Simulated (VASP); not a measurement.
Crystal: BN.

```
CELL_PARAMETERS angstrom
2.45178 0.00000 0.00000
-1.22589 2.12331 0.00000
0.00000 0.00000 4.39593
ATOMIC_POSITIONS crystal
B 0.66667 0.33333 0.99972
B 0.33333 0.66667 0.49972
N 0.66667 0.33333 0.62528
N 0.33333 0.66667 0.12528
```

This cell differs from its parent crystal: strain -0.040 along x and y, +0.040 along z.

Base run:

| Quantity | Value |
| --- | --- |
| Program | VASP 6.6.1 |
| Functional | r2SCAN |
| Potentials or basis | VASP PAW PBE potentials, release 64 (B_h, N_h) |
| Cutoff | 910 eV |
| k mesh | 12 × 12 × 6 |
| Occupations | gaussian, width 0.05 eV |
| Spin | no spin polarisation |

Its results: band gap on the k mesh 5.34 eV, indirect (least direct gap 6.69 eV); pressure 15.0 GPa; largest force 0.181 eV/Å.

Q: The run is repeated on the same cell with these changes: potentials or basis from VASP PAW PBE potentials, release 64 (B_h, N_h) to VASP PAW PBE potentials, release 64 (B, N); cutoff from 910 eV to 520 eV. What comes out?

A: Band gap on the k mesh 5.32 eV, indirect (least direct gap 6.69 eV); pressure 16.8 GPa; largest force 0.155 eV/Å.

Caveats: the PAW data sets were made with another functional, which shifts forces and pressure a little; the cutoff is under 1.25 times the usual one of these potentials, so pressure, stress and relaxed cells hold a basis-set (Pulay) error (some runs).

A k mesh can miss the band edges.
